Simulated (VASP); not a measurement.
# ScTi2O2 (R-3m) in VASP: relaxation of cell and atoms with PBE

Aim: the relaxation of cell and atoms of ScTi2O2 with PBE.

Everything below comes from runs of VASP 6.6.1. Logs are shortened: lines on timing, memory, paths and dates and some standing lists are left out, and cuts for length are marked.

**1. The cell of the first run**

The structure is trigonal, space group R-3m (No. 166). The conventional cell has a = 3.100 Å, b = 3.100 Å, c = 22.350 Å, α = 90.00°, β = 90.00°, γ = 120.00°. Within 2.9 Å of Sc (site symmetry -3m) lie 6 O at 2.18 Å. Within 2.9 Å of Ti (site symmetry 3m) lie 3 O at 2.18 Å. Within 2.9 Å of O (site symmetry 3m) lie 3 Sc at 2.18 Å and 3 Ti at 2.18 Å.

**2. Relaxation of cell and atoms, PBE, collinear spin**

Input file INCAR:

```
SYSTEM = ScTi2O2
  PREC = Accurate
  ENCUT = 600
  EDIFF = 1E-6
  ISMEAR = 0
  SIGMA = 0.2
  LREAL = .False.
  LASPH = .True.
  NELM = 150
  ALGO = Normal
  ISIF = 3
  LWAVE = .False.
  LCHARG = .False.
  ISPIN = 2
  MAGMOM = 0 1 1 0 0
  LORBIT = 11
  LMAXMIX = 4
  GGA = PE
  IBRION = 2
  NSW = 36
  EDIFFG = -0.08
```

Input file KPOINTS:

```
Automatic mesh
0
Gamma
  6 6 6
  0 0 0
```

Input file POSCAR:

```
ScTi2O2
1.0
    1.5500000000      0.8948929200      7.4500000000
   -1.5500000000      0.8948929200      7.4500000000
    0.0000000000     -1.7897858300      7.4500000000
Sc Ti O
1 2 2
Direct
    0.0000000000      0.0000000000      0.0000000000
    0.7778000000      0.7778000000      0.7778000000
    0.2222000000      0.2222000000      0.2222000000
    0.3889000000      0.3889000000      0.3889000000
    0.6111000000      0.6111000000      0.6111000000
```

Potentials or basis: VASP PAW PBE potentials, release 64 (Sc_sv, Ti_sv, O).

Run with:

```console
cat potpaw_PBE.64/Sc_sv/POTCAR potpaw_PBE.64/Ti_sv/POTCAR potpaw_PBE.64/O/POTCAR > POTCAR
mpirun -np 1 vasp_std > vasp.out
```

OUTCAR:

```text
SYSTEM = ScTi2O2
   PREC = Accurate
   ENCUT = 600
   EDIFF = 1E-6
   ISMEAR = 0
   LREAL = .False.
   LASPH = .True.
   NELM = 150
   ISIF = 3
   ISPIN = 2
   LORBIT = 11
   GGA = PE
   IBRION = 2
   NSW = 36
   EDIFFG = -0.08

 ion  position               nearest neighbor table
   1  0.000  0.000  0.000-   5 2.18   4 2.18   5 2.18   5 2.18   4 2.18   4 2.18   3 3.06   2 3.06
                             3 3.06   2 3.06   3 3.06   2 3.06
   2  0.778  0.778  0.778-   4 2.18   4 2.18   4 2.18   1 3.06   1 3.06   1 3.06
   3  0.222  0.222  0.222-   5 2.18   5 2.18   5 2.18   1 3.06   1 3.06   1 3.06
   4  0.389  0.389  0.389-   1 2.18   2 2.18   1 2.18   1 2.18   2 2.18   2 2.18
   5  0.611  0.611  0.611-   3 2.18   1 2.18   3 2.18   3 2.18   1 2.18   1 2.18

  LATTYP: Found a trigonal (rhomboedric) cell.
 ALAT       =     7.6619732014
 COS(alpha) =     0.9181512343

  Lattice vectors:

 A1 = (   1.5500000000,   0.8948929200,   7.4500000000)
 A2 = (  -1.5500000000,   0.8948929200,   7.4500000000)
 A3 = (   0.0000000000,  -1.7897858300,   7.4500000000)

Analysis of symmetry for initial positions (statically):
=====================================================================
 Subroutine PRICEL returns:
 Original cell was already a primitive cell.

 Routine SETGRP: Setting up the symmetry group for a
 trigonal (rhombohedral) supercell.

 Subroutine GETGRP returns: Found 12 space group operations
 (whereof 12 operations were pure point group operations)
 out of a pool of 12 trial point group operations.

The static configuration has the point symmetry D_3d.

Analysis of symmetry for dynamics (positions and initial velocities):
=====================================================================
 Subroutine PRICEL returns:
 Original cell was already a primitive cell.

 Routine SETGRP: Setting up the symmetry group for a
 trigonal (rhombohedral) supercell.

 Subroutine GETGRP returns: Found 12 space group operations
 (whereof 12 operations were pure point group operations)
 out of a pool of 12 trial point group operations.

The dynamic configuration has the point symmetry D_3d.

Analysis of structural, dynamic, and magnetic symmetry:
=====================================================================
 Subroutine PRICEL returns:
 Original cell was already a primitive cell.

 Routine SETGRP: Setting up the symmetry group for a
 trigonal (rhombohedral) supercell.

 Subroutine GETGRP returns: Found 12 space group operations
 (whereof 12 operations were pure point group operations)
 out of a pool of 12 trial point group operations.

The overall configuration has the point symmetry D_3d.

 Subroutine INISYM returns: Found 12 space group operations
 (whereof 12 operations are pure point group operations),
 and found     1 'primitive' translations

----------------------------------------------------------------------------------------

                                     Primitive cell

  volume of cell :      62.0027

  direct lattice vectors                    reciprocal lattice vectors
     1.550000000  0.894892920  7.450000000     0.322580645  0.186242022  0.044742729
    -1.550000000  0.894892920  7.450000000    -0.322580645  0.186242022  0.044742729
     0.000000000 -1.789785830  7.450000000     0.000000000 -0.372484045  0.044742729

  length of vectors
     7.661973201  7.661973201  7.661973200     0.375161666  0.375161666  0.375161666

  position of ions in fractional coordinates (direct lattice)
     0.000000000  0.000000000  0.000000000
     0.777800000  0.777800000  0.777800000
     0.222200000  0.222200000  0.222200000
     0.388900000  0.388900000  0.388900000
     0.611100000  0.611100000  0.611100000

  ion indices of the primitive-cell ions
   primitive index   ion index
                 1           1
                 2           2
                 3           3
                 4           4
                 5           5

----------------------------------------------------------------------------------------

 KPOINTS: Automatic mesh

Automatic generation of k-mesh.
 Grid dimensions read from file:
 generate k-points for:    6    6    6

 Generating k-lattice:

  Cartesian coordinates                     Fractional coordinates (reciprocal lattice)
     0.053763441  0.031040337  0.007457122     0.166666667  0.000000000  0.000000000
    -0.053763441  0.031040337  0.007457122     0.000000000  0.166666667  0.000000000
     0.000000000 -0.062080674  0.007457122    -0.000000000 -0.000000000  0.166666667

  Length of vectors
     0.062526944  0.062526944  0.062526944

  Shift w.r.t. Gamma in fractional coordinates (k-lattice)
     0.000000000  0.000000000  0.000000000

 Subroutine IBZKPT returns following result:
 ===========================================

 Found     32 irreducible k-points:

 Following reciprocal coordinates:
            Coordinates               Weight
  0.000000  0.000000  0.000000      1.000000
  0.166667  0.000000  0.000000      6.000000
  0.333333  0.000000  0.000000      6.000000
  0.500000  0.000000  0.000000      3.000000
  0.166667  0.166667  0.000000      6.000000
  0.333333  0.166667  0.000000     12.000000
[... 16 lines left out ...]
  0.500000  0.500000  0.166667      6.000000
 -0.333333  0.500000  0.166667     12.000000
 [... further k-points ...]
   k-points           NKPTS =     32   k-points in BZ     NKDIM =     32   number of bands    NBANDS=     29
   number of dos      NEDOS =    301   number of ions     NIONS =      5
   total plane-waves  NPLWV = 262144
   dimension x,y,z NGX =    64 NGY =   64 NGZ =   64
   dimension x,y,z NGXF=   128 NGYF=  128 NGZF=  128
   ions per type =               1   2   2
   NGX,Y,Z   is equivalent  to a cutoff of  13.89, 13.89, 13.89 a.u.
   NGXF,Y,Z  is equivalent  to a cutoff of  27.77, 27.77, 27.77 a.u.
 SYSTEM =  ScTi2O2
   PREC   = accura    normal or accurate (medium, high low for compatibility)
   ISTART =      0    job   : 0-new  1-cont  2-samecut
   ICHARG =      2    charge: 1-file 2-atom 10-const
   ISPIN  =      2    spin polarized calculation?
   LNONCOLLINEAR =      F non collinear calculations
   LSORBIT =      F    spin-orbit coupling
   LASPH  =      T    aspherical Exc in radial PAW
   ENCUT  =  600.0 eV  44.10 Ry    6.64 a.u.  15.30 15.30 15.30*2*pi/ulx,y,z
   NELM   =    150;   NELMIN=  2; NELMDL= -5     # of ELM steps
   EDIFF  = 0.1E-05   stopping-criterion for ELM
   LREAL  =      F    real-space projection
   EDIFFG = -.8E-01   stopping-criterion for IOM
   NSW    =     36    number of steps for IOM
   IBRION =      2    ionic relax: 0-MD 1-quasi-New 2-CG
   NFREE  =      1    steps in history (QN), initial steepest desc. (CG)
   ISIF   =      3    stress and relaxation
   ISYM   =      2    0-nonsym 1-usesym 2-fastsym
   POTIM  = 0.5000    time-step for ionic-motion
   TEBEG  =    0.0;   TEEND  =   0.0 temperature during run
   PSTRESS=    0.0 pullay stress
   NELECT =      47.0000    total number of electrons
   NUPDOWN=      -1.0000    fix difference up-down
   EMIN   =  10.00;   EMAX   =-10.00  energy-range for DOS
   EFERMI =   0.00;   METHOD = LEGACY
   ISMEAR =     0;   SIGMA  =   0.20  broadening in eV -4-tet -1-fermi 0-gaus
   EFERMI_NEDOS =   21; number of points for ismear=-14 and -15
   IALGO  =     38    algorithm
   IMIX   =      4    mixing-type and parameters
     AMIX     =   0.40;   BMIX     =  1.00
     AMIX_MAG =   1.60;   BMIX_MAG =  1.00
  volume/ion in A,a.u.               =      12.40        83.68
  Fermi-wavevector in a.u.,A,eV,Ry     =   1.492694  2.820782 30.315608  2.228134
  Thomas-Fermi vector in A             =   2.605189
   LORBIT       =     11    0 simple, 1 ext, 2 COOP (PROOUT), +10 PAW based schemes
   GGA     = PE    functional components
   LHFCALC =     F    Hartree Fock is set to
   AEXX    =    0.0000 exact exchange contribution
   IVDW    =     0    specifies the selected vdW correction
   LEPSILON=     F    determine dielectric tensor
   LRPA    =     F    only Hartree local field effects (RPA)
 conjugate gradient relaxation of ions
 spin polarized calculation
 Gauss-broadening in eV      SIGMA  =   0.20
  energy-cutoff  :      600.00
  volume of cell :       62.00
 maximum number of plane-waves:      2082
 NGX is ok and might be reduce to    64
   NGX = 31   NGY = 31   NGZ = 31

--------------------------------------- Ionic step        1  -------------------------------------------

 number of electron      47.0000000 magnetization      -0.0022714

 number of electron      47.0000000 magnetization       0.0004225

 Free energy of the ion-electron system (eV)
  ---------------------------------------------------
  ext. energy  EPLUGINS =         0.00000000
  ---------------------------------------------------
  free energy    TOTEN  =       -42.79411243 eV

  energy without entropy =      -42.74769130  energy(sigma->0) =      -42.77090186

------------------------ aborting loop because EDIFF is reached ----------------------------------------

  FORCE on cell =-STRESS in cart. coord.  units (eV):
  Direction    XX          YY          ZZ          XY          YZ          ZX
  --------------------------------------------------------------------------------------
  -------------------------------------------------------------------------------------
  Total       -1.4656851     -1.4656851     -1.2619189      0.0000000     -0.0000000      0.0000000
  in kB      -37.8739823    -37.8739823    -32.6085681      0.0000000     -0.0000000      0.0000000
  external PRESSURE =     -36.1188442 kB  Pullay stress =       0.0000000 kB
[... 231 lines left out ...]
--------------------------------------- Ionic step        7  -------------------------------------------

 number of electron      47.0000000 magnetization       0.0000005

 number of electron      47.0000000 magnetization      -0.0000001

 Free energy of the ion-electron system (eV)
  ---------------------------------------------------
  ext. energy  EPLUGINS =         0.00000000
  ---------------------------------------------------
  free energy    TOTEN  =       -42.98081586 eV

  energy without entropy =      -42.93904678  energy(sigma->0) =      -42.95993132

 E-fermi :   9.0715     XC(G=0): -12.0495

 val. band max:        9.0439994658   @ k =   0.5000   0.3333   0.1667
 cond. band min:       9.1386325623   @ k =  -0.3333   0.5000   0.3333
 fundamental gap:      0.0946330965
 Fermi energy:         9.0714577715

 spin component 1

 k-point     1 :       0.0000    0.0000    0.0000
  band No.  band energies     occupation
      1     -48.2721      1.00000
      2     -48.2067      1.00000
      3     -41.2159      1.00000
      4     -24.7124      1.00000
      5     -24.4080      1.00000
      6     -24.3477      1.00000
[... 757 lines left out ...]
     28      11.1461      0.00000
     29      11.4300      0.00000

 [... further k-points ...]

 spin component 2

 k-point     1 :       0.0000    0.0000    0.0000
  band No.  band energies     occupation
      1     -48.2721      1.00000
      2     -48.2067      1.00000
      3     -41.2159      1.00000
      4     -24.7124      1.00000
      5     -24.4080      1.00000
      6     -24.3477      1.00000
[... 791 lines left out ...]
  FREE ENERGIE OF THE ION-ELECTRON SYSTEM (eV)
  ---------------------------------------------------
  free  energy   TOTEN  =       -42.9808158571 eV

  energy  without entropy=      -42.9390467812  energy(sigma->0) =      -42.95993132

 reached required accuracy - stopping structural energy minimisation

 total charge

# of ion       s       p       d       tot
------------------------------------------
    1        2.176   6.203   1.326   9.705
    2        2.188   6.140   1.887  10.216
    3        2.188   6.140   1.887  10.216
    4        1.551   3.493   0.000   5.044
    5        1.551   3.493   0.000   5.044
--------------------------------------------------
tot          9.655  25.470   5.100  40.226

 magnetization (x)

# of ion       s       p       d       tot
------------------------------------------
    1        0.000   0.000  -0.000  -0.000
    2        0.000   0.000  -0.000   0.000
    3        0.000   0.000  -0.000   0.000
    4       -0.000  -0.000   0.000  -0.000
    5       -0.000  -0.000   0.000  -0.000
--------------------------------------------------
tot          0.000  -0.000  -0.000  -0.000
```

Run time: 1.7 h. Hardware: 1 thread of Intel Xeon Platinum 8259CL at 2.50GHz (Skylake/Cascade Lake), shared host; peak memory 0.9 GiB.

What came out:

* Free energy: -42.9808 eV
* Relaxed volume: 11.99 Å³/atom
* Relaxed cell: a = 7.632 Å, b = 7.632 Å, c = 7.632 Å, α = 23.08°, β = 23.08°, γ = 23.08°
* Space group after relaxing (to 0.1 Å): R-3m (No. 166)
* Energy gained by relaxing: 37.3 meV/atom
* Ionic steps: 7
* Pressure after relaxing: -0.6 GPa
* Largest force after relaxing: 0.046 eV/Å
* Net moment: 0.00 μB per cell
* Valence electrons inside the program's atomic spheres: Sc 9.71; Ti 10.22; O 5.04

Forces on the atoms (eV/Å):
```
Sc   0.000  0.000  0.000
Ti   0.000  0.000  0.046
Ti   0.000  0.000 -0.046
O    0.000  0.000  0.042
O    0.000  0.000 -0.042
```

Stress tensor (GPa, compression positive):
```
-0.50  0.00  0.00
 0.00 -0.50  0.00
 0.00  0.00 -0.67
```

Step by step:
```
step  energy change (eV)  largest force (eV/Å)  pressure (GPa)  volume (Å³)
   1              0.0000                1.2172           -3.61        62.00
   2             -0.1325                0.5927            2.06        59.53
   3             -0.1392                0.5207            4.01        58.83
   4             -0.1726                0.4297           -1.20        60.22
   5             -0.1776                0.2918            0.05        59.84
   6             -0.1863                0.0969           -0.43        59.95
   7             -0.1867                0.0456           -0.56        59.97
```

Final structure:
```
Sc Ti O
1.0
     1.52698    0.88160    7.42514
    -1.52698    0.88160    7.42514
     0.00000   -1.76321    7.42514
Sc Ti O
1 2 2
Direct
  0.00000 0.00000 0.00000
  0.78237 0.78237 0.78237
  0.21763 0.21763 0.21763
  0.39172 0.39172 0.39172
  0.60828 0.60828 0.60828
```

Caveat: the k points lie up to 0.40 Å⁻¹ apart in the final cell; the relaxation stopped at a loose force limit of 0.08 eV/Å, so its end isn't a converged minimum.
